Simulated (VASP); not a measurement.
# Si (Fm-3m) in VASP: further runs

Runs on Si. Level: PBE. Tasks: single point.

Program: VASP 6.6.1. These are calculated values, not measurements. Logs are shortened: lines on timing, memory, paths and dates and some standing lists are left out, and cuts for length are marked.

### Step 1. The cell of the first run

Symmetry: Fm-3m, No. 225, cubic system. The conventional cell has a = 3.272 Å, b = 3.272 Å, c = 3.272 Å, α = 90.00°, β = 90.00°, γ = 90.00°. Si (site symmetry m-3m) has 12 Si at 2.31 Å within 3.1 Å.

### Step 2. Single point, PBE

INCAR

```
SYSTEM = Si
  ALGO = Normal
  EDIFF = 1E-6
  ENCUT = 500
  GGA = PE
  GGA_COMPAT = .FALSE.
  ISIF = 2
  ISMEAR = 0
  LASPH = .TRUE.
  LCHARG = .TRUE.
  LELF = .TRUE.
  LREAL = .FALSE.
  LVHAR = .TRUE.
  LWAVE = .FALSE.
  NBANDS = 8
  NELM = 120
  PREC = Accurate
  SIGMA = 0.1
```

KPOINTS

```
k-points
0
G
  15 15 15
  0 0 0
```

POSCAR

```
Si
1.0
    0.0000000000      1.6359088016      1.6359088016
    1.6359088016      0.0000000000      1.6359088016
    1.6359088016      1.6359088016      0.0000000000
Si
1
Direct
    0.0000000000      0.0000000000      0.0000000000
```

Potentials or basis: VASP PAW PBE potentials, release 64 (Si).

Command:

```console
$ cat potpaw_PBE.64/Si/POTCAR > POTCAR
$ mpirun -np 1 vasp_std > vasp.out
```

OUTCAR:

```text
SYSTEM = Si
   EDIFF = 1E-6
   ENCUT = 500
   GGA = PE
   ISIF = 2
   ISMEAR = 0
   LASPH = .TRUE.
   LREAL = .FALSE.
   NELM = 120
   PREC = Accurate

 ion  position               nearest neighbor table
   1  0.000  0.000  0.000-

  LATTYP: Found a face centered cubic cell.
 ALAT       =     3.2718176032

  Lattice vectors:

 A1 = (   0.0000000000,   1.6359088016,   1.6359088016)
 A2 = (   1.6359088016,   0.0000000000,   1.6359088016)
 A3 = (   1.6359088016,   1.6359088016,   0.0000000000)

Analysis of symmetry for initial positions (statically):
=====================================================================
 Subroutine PRICEL returns:
 Original cell was already a primitive cell.

 Routine SETGRP: Setting up the symmetry group for a
 face centered cubic supercell.

 Subroutine GETGRP returns: Found 48 space group operations
 (whereof 48 operations were pure point group operations)
 out of a pool of 48 trial point group operations.

The static configuration has the point symmetry O_h .

Analysis of symmetry for dynamics (positions and initial velocities):
=====================================================================
 Subroutine PRICEL returns:
 Original cell was already a primitive cell.

 Routine SETGRP: Setting up the symmetry group for a
 face centered cubic supercell.

 Subroutine GETGRP returns: Found 48 space group operations
 (whereof 48 operations were pure point group operations)
 out of a pool of 48 trial point group operations.

The dynamic configuration has the point symmetry O_h .

 Subroutine INISYM returns: Found 48 space group operations
 (whereof 48 operations are pure point group operations),
 and found     1 'primitive' translations

----------------------------------------------------------------------------------------

                                     Primitive cell

  volume of cell :       8.7560

  direct lattice vectors                    reciprocal lattice vectors
     0.000000000  1.635908802  1.635908802    -0.305640510  0.305640510  0.305640510
     1.635908802  0.000000000  1.635908802     0.305640510 -0.305640510  0.305640510
     1.635908802  1.635908802  0.000000000     0.305640510  0.305640510 -0.305640510

  length of vectors
     2.313524414  2.313524414  2.313524414     0.529384892  0.529384892  0.529384892

  position of ions in fractional coordinates (direct lattice)
     0.000000000  0.000000000  0.000000000

  ion indices of the primitive-cell ions
   primitive index   ion index
                 1           1

----------------------------------------------------------------------------------------

 KPOINTS: k-points

Automatic generation of k-mesh.
 Grid dimensions read from file:
 generate k-points for:   15   15   15

 Generating k-lattice:

  Cartesian coordinates                     Fractional coordinates (reciprocal lattice)
    -0.020376034  0.020376034  0.020376034     0.066666667  0.000000000  0.000000000
     0.020376034 -0.020376034  0.020376034     0.000000000  0.066666667  0.000000000
     0.020376034  0.020376034 -0.020376034     0.000000000  0.000000000  0.066666667

  Length of vectors
     0.035292326  0.035292326  0.035292326

  Shift w.r.t. Gamma in fractional coordinates (k-lattice)
     0.000000000  0.000000000  0.000000000

 Subroutine IBZKPT returns following result:
 ===========================================

 Found    120 irreducible k-points:

 Following reciprocal coordinates:
            Coordinates               Weight
  0.000000  0.000000  0.000000      1.000000
  0.066667  0.000000  0.000000      8.000000
  0.133333  0.000000  0.000000      8.000000
  0.200000  0.000000  0.000000      8.000000
  0.266667  0.000000  0.000000      8.000000
  0.333333  0.000000  0.000000      8.000000
[... 16 lines left out ...]
  0.133333  0.133333  0.000000      6.000000
  0.200000  0.133333  0.000000     24.000000
 [... further k-points ...]
   k-points           NKPTS =    120   k-points in BZ     NKDIM =    120   number of bands    NBANDS=      8
   number of dos      NEDOS =    301   number of ions     NIONS =      1
   total plane-waves  NPLWV =   5832
   dimension x,y,z NGX =    18 NGY =   18 NGZ =   18
   dimension x,y,z NGXF=    36 NGYF=   36 NGZF=   36
   ions per type =               1
   NGX,Y,Z   is equivalent  to a cutoff of  12.93, 12.93, 12.93 a.u.
   NGXF,Y,Z  is equivalent  to a cutoff of  25.87, 25.87, 25.87 a.u.
 SYSTEM =  Si
   PREC   = accura    normal or accurate (medium, high low for compatibility)
   ISTART =      0    job   : 0-new  1-cont  2-samecut
   ICHARG =      2    charge: 1-file 2-atom 10-const
   ISPIN  =      1    spin polarized calculation?
   LNONCOLLINEAR =      F non collinear calculations
   LSORBIT =      F    spin-orbit coupling
   LASPH  =      T    aspherical Exc in radial PAW
   ENCUT  =  500.0 eV  36.75 Ry    6.06 a.u.   4.22  4.22  4.22*2*pi/ulx,y,z
   NELM   =    120;   NELMIN=  2; NELMDL= -5     # of ELM steps
   EDIFF  = 0.1E-05   stopping-criterion for ELM
   LREAL  =      F    real-space projection
   EDIFFG = 0.1E-04   stopping-criterion for IOM
   NSW    =      0    number of steps for IOM
   IBRION =     -1    ionic relax: 0-MD 1-quasi-New 2-CG
   NFREE  =      0    steps in history (QN), initial steepest desc. (CG)
   ISIF   =      2    stress and relaxation
   ISYM   =      2    0-nonsym 1-usesym 2-fastsym
   POTIM  = 0.5000    time-step for ionic-motion
   TEBEG  =    0.0;   TEEND  =   0.0 temperature during run
   PSTRESS=    0.0 pullay stress
   NELECT =       4.0000    total number of electrons
   NUPDOWN=      -1.0000    fix difference up-down
   EMIN   =  10.00;   EMAX   =-10.00  energy-range for DOS
   EFERMI =   0.00;   METHOD = LEGACY
   ISMEAR =     0;   SIGMA  =   0.10  broadening in eV -4-tet -1-fermi 0-gaus
   EFERMI_NEDOS =   21; number of points for ismear=-14 and -15
   IALGO  =     38    algorithm
   IMIX   =      4    mixing-type and parameters
     AMIX     =   0.40;   BMIX     =  1.00
     AMIX_MAG =   1.60;   BMIX_MAG =  1.00
  volume/ion in A,a.u.               =       8.76        59.09
  Fermi-wavevector in a.u.,A,eV,Ry     =   1.260837  2.382637 21.629330  1.589711
  Thomas-Fermi vector in A             =   2.394327
   LORBIT       =      0    0 simple, 1 ext, 2 COOP (PROOUT), +10 PAW based schemes
   GGA     = PE    functional components
   LHFCALC =     F    Hartree Fock is set to
   AEXX    =    0.0000 exact exchange contribution
   IVDW    =     0    specifies the selected vdW correction
   LEPSILON=     F    determine dielectric tensor
   LRPA    =     F    only Hartree local field effects (RPA)
 non-spin polarized calculation
 Gauss-broadening in eV      SIGMA  =   0.10
  energy-cutoff  :      500.00
  volume of cell :        8.76
 maximum number of plane-waves:       229
 NGX is ok and might be reduce to    18
   NGX =  9   NGY =  9   NGZ =  9

 number of electron       4.0000000 magnetization

 Free energy of the ion-electron system (eV)
  ---------------------------------------------------
  ext. energy  EPLUGINS =         0.00000000
  ---------------------------------------------------
  free energy    TOTEN  =        -3.48275828 eV

  energy without entropy =       -3.48008979  energy(sigma->0) =       -3.48142404

 E-fermi :  18.2664     XC(G=0): -13.3489

 val. band max:       18.2134552259   @ k =  -0.4000   0.2667   0.0000
 cond. band min:      18.2965650068   @ k =  -0.4667   0.3333   0.0667
 fundamental gap:      0.0831097809
 Fermi energy:        18.2664288940

 k-point     1 :       0.0000    0.0000    0.0000
  band No.  band energies     occupation
      1      -1.6671      2.00000
      2      32.3599      0.00000
      3      32.3599      0.00000
      4      32.3599      0.00000
      5      36.9320      0.00000
      6      36.9320      0.00000
      7      36.9320      0.00000
      8      38.9579      0.00000

 k-point     2 :       0.0667    0.0000    0.0000
  band No.  band energies     occupation
      1      -1.4871      2.00000
      2      30.0338      0.00000
      3      32.0812      0.00000
      4      32.0812      0.00000
      5      37.3601      0.00000
      6      37.4964      0.00000
      7      37.4964      0.00000
      8      40.7939      0.00000

 k-point     3 :       0.1333    0.0000    0.0000
  band No.  band energies     occupation
      1      -0.9484      2.00000
      2      26.2745      0.00000
      3      31.5201      0.00000
      4      31.5201      0.00000
      5      37.1493      0.00000
      6      38.8798      0.00000
      7      38.8798      0.00000
      8      39.8542      0.00000

 k-point     4 :       0.2000    0.0000    0.0000
  band No.  band energies     occupation
      1      -0.0553      2.00000
      2      22.4808      0.00000
      3      30.9999      0.00000
      4      30.9999      0.00000
      5      36.7853      0.00000
      6      37.8631      0.00000
      7      37.8631      0.00000
      8      40.8887      0.00000

 k-point     5 :       0.2667    0.0000    0.0000
  band No.  band energies     occupation
      1       1.1849      2.00000
      2      18.8611      0.00000
      3      30.6491      0.00000
      4      30.6491      0.00000
      5      36.1067      0.00000
      6      36.1067      0.00000
      7      36.5229      0.00000
      8      42.8368      0.00000
[... 177 lines left out ...]
 k-point    22 :      -0.0667    0.0667    0.0000
  band No.  band energies     occupation
      1      -1.1875      2.00000
      2      28.3310      0.00000
      3      29.9291      0.00000
      4      32.8349      0.00000
      5      37.2390      0.00000
      6      37.9791      0.00000
      7      38.7553      0.00000
      8      39.5873      0.00000

 k-point    23 :       0.1333    0.1333    0.0000
  band No.  band energies     occupation
      1      -0.7096      2.00000
      2      28.5119      0.00000
      3      29.0527      0.00000
      4      29.0527      0.00000
      5      34.5752      0.00000
      6      36.0915      0.00000
      7      41.6244      0.00000
      8      41.6244      0.00000

 k-point    24 :       0.2000    0.1333    0.0000
  band No.  band energies     occupation
      1      -0.0553      2.00000
      2      25.2731      0.00000
      3      28.1918      0.00000
      4      29.5038      0.00000
      5      32.9039      0.00000
      6      35.5050      0.00000
      7      42.2290      0.00000
      8      42.6499      0.00000

 [... further k-points ...]

------------------------ aborting loop because EDIFF is reached ----------------------------------------

  FORCE on cell =-STRESS in cart. coord.  units (eV):
  Direction    XX          YY          ZZ          XY          YZ          ZX
  --------------------------------------------------------------------------------------
  -------------------------------------------------------------------------------------
  Total        6.7872573      6.7872573      6.7872573      0.0000000      0.0000000      0.0000000
  in kB     1241.9314808   1241.9314808   1241.9314808      0.0000000      0.0000000      0.0000000
  external PRESSURE =    1241.9314808 kB  Pullay stress =       0.0000000 kB

 VOLUME and BASIS-vectors are now :
 -----------------------------------------------------------------------------
  energy-cutoff  :      500.00
  volume of cell :        8.76
      direct lattice vectors                 reciprocal lattice vectors
     0.000000000  1.635908802  1.635908802    -0.305640510  0.305640510  0.305640510
     1.635908802  0.000000000  1.635908802     0.305640510 -0.305640510  0.305640510
     1.635908802  1.635908802  0.000000000     0.305640510  0.305640510 -0.305640510

 POSITION                                       TOTAL-FORCE (eV/Angst)
 -----------------------------------------------------------------------------------
      0.00000      0.00000      0.00000         0.000000      0.000000     -0.000000
 -----------------------------------------------------------------------------------
    total drift:                                0.000000      0.000000     -0.000000

  FREE ENERGIE OF THE ION-ELECTRON SYSTEM (eV)
  ---------------------------------------------------
  free  energy   TOTEN  =        -3.4827582819 eV

  energy  without entropy=       -3.4800897946  energy(sigma->0) =       -3.48142404
```

Run time: 13 s. Hardware: 1 thread of Intel Xeon 8259CL, shared host; peak memory 0.11 GiB.

What came out:

```
Free energy            : -3.4828 eV
Pressure               : 124.2 GPa
Band gap on the k mesh : zero (band 2 reaches 32.36 eV, above the bottom of band 3 at 14.97 eV)
```

### Step 3. Single point, PBE

This run uses another cell than the first one, of 8.94 Å³/atom, 1.021 times its volume.

INCAR

```
  ALGO = Normal
  EDIFF = 1E-6
  ENCUT = 500
  GGA = PE
  GGA_COMPAT = F
  ISIF = 2
  ISMEAR = 0
  LASPH = T
  LCHARG = T
  LELF = T
  LREAL = F
  LVHAR = T
  LWAVE = F
  NBANDS = 8
  NELM = 120
  PREC = Accurate
  SIGMA = 0.1
```

KPOINTS

```
k-points
0
Gamma
  15 15 15
```

POSCAR

```
Si
1.0
    0.0000000000      1.6474296657      1.6474296657
    1.6474296657      0.0000000000      1.6474296657
    1.6474296657      1.6474296657      0.0000000000
Si
1
Direct
    0.0000000000      0.0000000000      0.0000000000
```

Potentials or basis: VASP PAW PBE potentials, release 64 (Si).

Command:

```console
$ cat potpaw_PBE.64/Si/POTCAR > POTCAR
$ mpirun -np 1 vasp_std > vasp.out
```

OUTCAR:

```text
EDIFF = 1E-6
   ENCUT = 500
   GGA = PE
   ISIF = 2
   ISMEAR = 0
   LASPH = T
   LREAL = F
   NELM = 120
   PREC = Accurate

 ion  position               nearest neighbor table
   1  0.000  0.000  0.000-

  LATTYP: Found a face centered cubic cell.
 ALAT       =     3.2948593314

  Lattice vectors:

 A1 = (   0.0000000000,   1.6474296657,   1.6474296657)
 A2 = (   1.6474296657,   0.0000000000,   1.6474296657)
 A3 = (   1.6474296657,   1.6474296657,   0.0000000000)

Analysis of symmetry for initial positions (statically):
[... 442 lines left out ...]

 [... further k-points ...]

------------------------ aborting loop because EDIFF is reached ----------------------------------------

  FORCE on cell =-STRESS in cart. coord.  units (eV):
  Direction    XX          YY          ZZ          XY          YZ          ZX
  --------------------------------------------------------------------------------------
  -------------------------------------------------------------------------------------
  Total        6.3114761      6.3114761      6.3114761     -0.0000000     -0.0000000     -0.0000000
  in kB     1130.8132359   1130.8132359   1130.8132359     -0.0000000     -0.0000000     -0.0000000
  external PRESSURE =    1130.8132359 kB  Pullay stress =       0.0000000 kB

 VOLUME and BASIS-vectors are now :
 -----------------------------------------------------------------------------
  energy-cutoff  :      500.00
  volume of cell :        8.94
      direct lattice vectors                 reciprocal lattice vectors
     0.000000000  1.647429666  1.647429666    -0.303503094  0.303503094  0.303503094
     1.647429666  0.000000000  1.647429666     0.303503094 -0.303503094  0.303503094
     1.647429666  1.647429666  0.000000000     0.303503094  0.303503094 -0.303503094

 POSITION                                       TOTAL-FORCE (eV/Angst)
 -----------------------------------------------------------------------------------
      0.00000      0.00000      0.00000         0.000000      0.000000      0.000000
 -----------------------------------------------------------------------------------
    total drift:                                0.000000      0.000000     -0.000000

  FREE ENERGIE OF THE ION-ELECTRON SYSTEM (eV)
  ---------------------------------------------------
  free  energy   TOTEN  =        -3.6206228509 eV

  energy  without entropy=       -3.6180857247  energy(sigma->0) =       -3.61935429
```

OSZICAR:

```text
N       E                     dE             d eps       ncg     rms          rms(c)
DAV:   1    -0.159961396803E+01   -0.15996E+01   -0.20202E+03  2400   0.380E+02
DAV:   2    -0.367745029448E+01   -0.20778E+01   -0.19717E+01  2896   0.311E+01
DAV:   3    -0.368389567694E+01   -0.64454E-02   -0.64397E-02  2192   0.174E+00
DAV:   4    -0.368389866887E+01   -0.29919E-05   -0.29930E-05  3280   0.369E-02
DAV:   5    -0.368389867067E+01   -0.18057E-08   -0.18407E-09  2200   0.162E-04    0.678E+00
DAV:   6    -0.364485219798E+01    0.39046E-01   -0.28569E-03  2360   0.303E-01    0.380E+00
DAV:   7    -0.362078226924E+01    0.24070E-01   -0.70843E-03  2408   0.481E-01    0.282E-01
DAV:   8    -0.362062520165E+01    0.15707E-03   -0.40815E-05  3024   0.439E-02    0.428E-02
DAV:   9    -0.362062294445E+01    0.22572E-05   -0.14460E-06  2328   0.718E-03    0.147E-03
DAV:  10    -0.362062285088E+01    0.93571E-07   -0.40132E-09  1704   0.573E-04
   1 F= -.36206229E+01 E0= -.36193543E+01  d E =-.253713E-02
```

stdout:

```text
POSCAR found type information on POSCAR Si
 POSCAR found :  1 types and       1 ions
 scaLAPACK will be used
 LDA part: xc-table for (Slater+PW92), standard interpolation
 POSCAR, INCAR and KPOINTS ok, starting setup
 FFT: planning ... GRIDC
 FFT: planning ... GRID_SOFT
 FFT: planning ... GRID
 WAVECAR not read
 entering main loop
```

It took 13 s on 1 thread of Intel Xeon 8259CL, shared host; peak memory 0.12 GiB.

Results:

| Quantity | Value |
| --- | --- |
| Free energy | -3.6206 eV |
| Pressure | 113.1 GPa |
| Band gap on the k mesh | zero (band 2 reaches 31.86 eV, above the bottom of band 3 at 14.66 eV) |

### Step 4. Single point, PBE

This run uses another cell than the first one, of 9.13 Å³/atom, 1.043 times its volume.

INCAR

```
PREC = Accurate
ENCUT = 500
EDIFF = 1E-6
ISMEAR = 0
SIGMA = 0.1
LREAL = False
LASPH = True
NELM = 120
ALGO = Normal
ISIF = 2
LWAVE = False
LCHARG = False
GGA = PE
NBANDS = 8
GGA_COMPAT = False
```

KPOINTS

```
Automatic mesh
0
Gamma
  15 15 15
```

POSCAR

```
Si
1.0
    0.0000000000      1.6587916086      1.6587916086
    1.6587916086      0.0000000000      1.6587916086
    1.6587916086      1.6587916086      0.0000000000
Si
1
Direct
    0.0000000000      0.0000000000      0.0000000000
```

Command:

```console
$ cat potpaw_PBE.64/Si/POTCAR > POTCAR
$ mpirun -np 1 vasp_std > vasp.out
```

It took 14 s on 1 thread of Intel Xeon 8259CL, shared host; peak memory 0.11 GiB.

Results (log left out):

| Property | Result |
| --- | --- |
| Free energy | -3.7461 eV |
| Pressure | 102.9 GPa |
| Band gap on the k mesh | zero (band 2 reaches 31.37 eV, above the bottom of band 3 at 14.36 eV) |

Levels at points of the mesh, in eV from the Fermi level:
```tsv
k point	band 1	band 2	band 3	band 4	band 5
(0.00, 0.00, 0.00)	-19.45	13.86	13.86	13.86	17.89
```

(Part 1 of 2 ends here.)
